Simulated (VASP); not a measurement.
# AlN (P6_3/mmc) in VASP: a series of runs

The runs below take AlN through single point, with PBEsol.

Everything below comes from runs of VASP 6.6.1. Logs are shortened: lines on timing, memory, paths and dates and some standing lists are left out, and cuts for length are marked.

### 1 The cell of the first run

The structure is hexagonal, space group P6_3/mmc (No. 194). The conventional cell has a = 3.444 Å, b = 3.444 Å, c = 3.986 Å, α = 90.00°, β = 90.00°, γ = 120.00°. Al (site symmetry -6m2) has 5 N at 1.99 Å within 2.6 Å. Within 2.6 Å of N (site symmetry -6m2) lie 5 Al at 1.99 Å.

### 2 Single point, PBEsol (volume 10.239 Å^3 an atom, c/a of the conventional cell 1.1574)

Contents of INCAR:

```
SYSTEM = AlN
PREC = Accurate
ENCUT = 520
EDIFF = 1E-6
ISMEAR = 0
SIGMA = 0.05
LREAL = .False.
LASPH = .True.
NELM = 100
ALGO = Normal
ISIF = 2
LWAVE = .False.
LCHARG = .False.
GGA = PS
NBANDS = 16
```

Contents of KPOINTS:

```
regular mesh
0
Gamma
  9 9 6
  0 0 0
```

Contents of POSCAR:

```
AlN
1.0
    3.4443013472      0.0000000000      0.0000000000
   -1.7221506736      2.9828524650      0.0000000000
    0.0000000000      0.0000000000      3.9864343793
Al N
2 2
Direct
    0.3333333333      0.6666666667      0.7500000000
    0.6666666667      0.3333333333      0.2500000000
    0.3333333333      0.6666666667      0.2500000000
    0.6666666667      0.3333333333      0.7500000000
```

Potentials or basis: VASP PAW PBE potentials, release 64 (Al, N).

On the command line:

```sh
> cat potpaw_PBE.64/Al/POTCAR potpaw_PBE.64/N/POTCAR > POTCAR
> mpirun -np 1 vasp_std > vasp.out
```

OUTCAR:

```text
SYSTEM = AlN
   PREC = Accurate
   ENCUT = 520
   EDIFF = 1E-6
   ISMEAR = 0
   LREAL = .False.
   LASPH = .True.
   NELM = 100
   ISIF = 2
   GGA = PS

 ion  position               nearest neighbor table
   1  0.333  0.667  0.750-   4 1.99   4 1.99   4 1.99   3 1.99   3 1.99   2 2.82   2 2.82   2 2.82
                             2 2.82   2 2.82   2 2.82
   2  0.667  0.333  0.250-   3 1.99   3 1.99   3 1.99   4 1.99   4 1.99   1 2.82   1 2.82   1 2.82
                             1 2.82   1 2.82   1 2.82
   3  0.333  0.667  0.250-   2 1.99   2 1.99   2 1.99   1 1.99   1 1.99
   4  0.667  0.333  0.750-   1 1.99   1 1.99   1 1.99   2 1.99   2 1.99

  LATTYP: Found a hexagonal cell.
 ALAT       =     3.4443013472
 C/A-ratio  =     1.1574000000

  Lattice vectors:

 A1 = (   3.4443013472,   0.0000000000,   0.0000000000)
 A2 = (  -1.7221506736,   2.9828524650,   0.0000000000)
 A3 = (   0.0000000000,   0.0000000000,   3.9864343793)

Analysis of symmetry for initial positions (statically):
=====================================================================
 Subroutine PRICEL returns:
 Original cell was already a primitive cell.

 Routine SETGRP: Setting up the symmetry group for a
 hexagonal supercell.

 Subroutine GETGRP returns: Found 24 space group operations
 (whereof 12 operations were pure point group operations)
 out of a pool of 24 trial point group operations.

The static configuration has the point symmetry D_3d.
 The point group associated with its full space group is D_6h.

Analysis of symmetry for dynamics (positions and initial velocities):
=====================================================================
 Subroutine PRICEL returns:
 Original cell was already a primitive cell.

 Routine SETGRP: Setting up the symmetry group for a
 hexagonal supercell.

 Subroutine GETGRP returns: Found 24 space group operations
 (whereof 12 operations were pure point group operations)
 out of a pool of 24 trial point group operations.

The dynamic configuration has the point symmetry D_3d.
 The point group associated with its full space group is D_6h.

 Subroutine INISYM returns: Found 24 space group operations
 (whereof 12 operations are pure point group operations),
 and found     1 'primitive' translations

----------------------------------------------------------------------------------------

                                     Primitive cell

  volume of cell :      40.9560

[... 90 lines left out ...]
   ENCUT  =  520.0 eV  38.22 Ry    6.18 a.u.   6.40  6.40  7.41*2*pi/ulx,y,z
   NELM   =    100;   NELMIN=  2; NELMDL= -5     # of ELM steps
   EDIFF  = 0.1E-05   stopping-criterion for ELM
   LREAL  =      F    real-space projection
   EDIFFG = 0.1E-04   stopping-criterion for IOM
   NSW    =      0    number of steps for IOM
   IBRION =     -1    ionic relax: 0-MD 1-quasi-New 2-CG
   NFREE  =      0    steps in history (QN), initial steepest desc. (CG)
   ISIF   =      2    stress and relaxation
   ISYM   =      2    0-nonsym 1-usesym 2-fastsym
   POTIM  = 0.5000    time-step for ionic-motion
   TEBEG  =    0.0;   TEEND  =   0.0 temperature during run
   PSTRESS=    0.0 pullay stress
   NELECT =      16.0000    total number of electrons
   NUPDOWN=      -1.0000    fix difference up-down
   EMIN   =  10.00;   EMAX   =-10.00  energy-range for DOS
   EFERMI =   0.00;   METHOD = LEGACY
   ISMEAR =     0;   SIGMA  =   0.05  broadening in eV -4-tet -1-fermi 0-gaus
   EFERMI_NEDOS =   21; number of points for ismear=-14 and -15
   IALGO  =     38    algorithm
   IMIX   =      4    mixing-type and parameters
     AMIX     =   0.40;   BMIX     =  1.00
     AMIX_MAG =   1.60;   BMIX_MAG =  1.00
  volume/ion in A,a.u.               =      10.24        69.10
  Fermi-wavevector in a.u.,A,eV,Ry     =   1.196765  2.261558 19.486905  1.432247
  Thomas-Fermi vector in A             =   2.332697
   LORBIT       =      0    0 simple, 1 ext, 2 COOP (PROOUT), +10 PAW based schemes
   GGA     = PS    functional components
   LHFCALC =     F    Hartree Fock is set to
   AEXX    =    0.0000 exact exchange contribution
   IVDW    =     0    specifies the selected vdW correction
   LEPSILON=     F    determine dielectric tensor
   LRPA    =     F    only Hartree local field effects (RPA)
 non-spin polarized calculation
 Gauss-broadening in eV      SIGMA  =   0.05
  energy-cutoff  :      520.00
  volume of cell :       40.96
 maximum number of plane-waves:      1119
 NGX is ok and might be reduce to    28
   NGX = 13   NGY = 13   NGZ = 15

 number of electron      15.9999996 magnetization

 Free energy of the ion-electron system (eV)
  ---------------------------------------------------
  ext. energy  EPLUGINS =         0.00000000
  ---------------------------------------------------
  free energy    TOTEN  =       -30.78117830 eV

  energy without entropy =      -30.78117830  energy(sigma->0) =      -30.78117830

 E-fermi :   7.3185     XC(G=0): -11.2026

 val. band max:        7.0823259547   @ k =   0.0000   0.0000   0.0000
 cond. band min:      10.3462283058   @ k =   0.0000   0.0000   0.0000
 fundamental gap:      3.2639023511
 Fermi energy:         7.3185108943

 k-point     1 :       0.0000    0.0000    0.0000
  band No.  band energies     occupation
      1      -9.0884      2.00000
      2      -5.1497      2.00000
      3       0.9372      2.00000
      4       4.0148      2.00000
      5       4.0148      2.00000
      6       6.1030      2.00000
[... 433 lines left out ...]
      3       1.0521      2.00000
      4       2.0331      2.00000
      5       2.0331      2.00000
      6       5.0981      2.00000
[... 8 lines left out ...]
     15      18.7977      0.00000
     16      20.6052      0.00000

 [... further k-points ...]
[... 5 lines left out ...]
  --------------------------------------------------------------------------------------
  -------------------------------------------------------------------------------------
  Total       -3.5118479     -3.5118479      0.3536353      0.0000000      0.0000000      0.0000000
  in kB     -137.3816543   -137.3816543     13.8340274      0.0000000      0.0000000      0.0000000
  external PRESSURE =     -86.9764271 kB  Pullay stress =       0.0000000 kB

 VOLUME and BASIS-vectors are now :
 -----------------------------------------------------------------------------
  energy-cutoff  :      520.00
  volume of cell :       40.96
      direct lattice vectors                 reciprocal lattice vectors
     3.444301347  0.000000000  0.000000000     0.290334642  0.167624784  0.000000000
    -1.722150674  2.982852465  0.000000000     0.000000000  0.335249568  0.000000000
     0.000000000  0.000000000  3.986434379     0.000000000  0.000000000  0.250850736

 POSITION                                       TOTAL-FORCE (eV/Angst)
 -----------------------------------------------------------------------------------
     -0.00000      1.98857      2.98983        -0.000000      0.000000      0.000000
      1.72215      0.99428      0.99661         0.000000      0.000000      0.000000
     -0.00000      1.98857      0.99661         0.000000      0.000000      0.000000
      1.72215      0.99428      2.98983        -0.000000     -0.000000      0.000000
 -----------------------------------------------------------------------------------
    total drift:                               -0.000000      0.000000     -0.000000

  FREE ENERGIE OF THE ION-ELECTRON SYSTEM (eV)
  ---------------------------------------------------
  free  energy   TOTEN  =       -30.7811782973 eV

  energy  without entropy=      -30.7811782973  energy(sigma->0) =      -30.78117830
```

OSZICAR:

```text
N       E                     dE             d eps       ncg     rms          rms(c)
DAV:   1     0.423342681078E+02    0.42334E+02   -0.73247E+03  1536   0.900E+02
DAV:   2    -0.314407050008E+02   -0.73775E+02   -0.66869E+02  2272   0.186E+02
DAV:   3    -0.349664440774E+02   -0.35257E+01   -0.35103E+01  1824   0.418E+01
DAV:   4    -0.349889455592E+02   -0.22501E-01   -0.22498E-01  1944   0.379E+00
DAV:   5    -0.349892541993E+02   -0.30864E-03   -0.30860E-03  1864   0.445E-01    0.111E+01
DAV:   6    -0.308467786249E+02    0.41425E+01   -0.83038E+00  1992   0.212E+01    0.384E+00
DAV:   7    -0.308305320202E+02    0.16247E-01   -0.89793E-01  1720   0.567E+00    0.279E+00
DAV:   8    -0.307947484832E+02    0.35784E-01   -0.15776E-01  1736   0.306E+00    0.100E+00
DAV:   9    -0.307808021624E+02    0.13946E-01   -0.34731E-02  1928   0.140E+00    0.293E-01
DAV:  10    -0.307812583341E+02   -0.45617E-03   -0.32171E-03  1784   0.388E-01    0.159E-01
DAV:  11    -0.307811843039E+02    0.74030E-04   -0.79814E-05  1840   0.717E-02    0.511E-02
DAV:  12    -0.307811787160E+02    0.55879E-05   -0.13737E-05  1888   0.265E-02    0.612E-03
DAV:  13    -0.307811782973E+02    0.41867E-06   -0.24562E-06  1784   0.111E-02
   1 F= -.30781178E+02 E0= -.30781178E+02  d E =-.118359E-13
```

Run time: 64 s. Hardware: 1 thread of AMD EPYC 7R13, shared host; peak memory 0.14 GiB.

Results:

- Free energy: -30.7812 eV
- Pressure: -8.7 GPa
- Band gap on the k mesh: 3.26 eV, direct

Stress tensor (GPa, compression positive):
```
-13.74   0.00   0.00
  0.00 -13.74   0.00
  0.00   0.00   1.38
```

Caveat: the PAW data sets were made with another functional, which shifts forces and pressure a little.

### 3 Single point, PBEsol (volume 10.239 Å^3 an atom, c/a of the conventional cell 1.1951)

Contents of INCAR:

```
PREC = Accurate
ENCUT = 520
EDIFF = 1E-7
ISMEAR = 0
SIGMA = 0.05
LREAL = False
LASPH = True
NELM = 60
ALGO = Normal
ISIF = 2
LWAVE = False
LCHARG = False
GGA = PS
NBANDS = 16
```

Contents of KPOINTS:

```
Automatic mesh
0
Gamma
  9 9 6
```

Contents of POSCAR:

```
AlN
1.0
    3.4076963211      0.0000000000      0.0000000000
   -1.7038481606      2.9511515825      0.0000000000
    0.0000000000      0.0000000000      4.0725378734
Al N
2 2
Direct
    0.3333333333      0.6666666667      0.7500000000
    0.6666666667      0.3333333333      0.2500000000
    0.3333333333      0.6666666667      0.2500000000
    0.6666666667      0.3333333333      0.7500000000
```

Potentials or basis: VASP PAW PBE potentials, release 64 (Al, N).

On the command line:

```sh
> cat potpaw_PBE.64/Al/POTCAR potpaw_PBE.64/N/POTCAR > POTCAR
> mpirun -np 1 vasp_std > vasp.out
```

Run time: 69 s. Hardware: 1 thread of AMD EPYC 7R13, shared host; peak memory 0.14 GiB.

It converged, with:

* Free energy: -30.8473 eV
* Pressure: -9.5 GPa
* Band gap on the k mesh: 3.15 eV, direct

Stress tensor (GPa, compression positive):
```
-12.55   0.00   0.00
  0.00 -12.55   0.00
  0.00   0.00  -3.34
```

Levels at points of the mesh, in eV from the valence-band top:
```
           k point  band 6  band 7  band 8  band 9  band 10  band 11
(0.00, 0.00, 0.00)   -1.20   -1.20    0.00    3.15     4.18     7.95
(0.00, 0.00, 0.50)   -2.20   -2.20   -2.20    5.61     5.61     8.06
```

Caveat: the PAW data sets were made with another functional, which shifts forces and pressure a little.
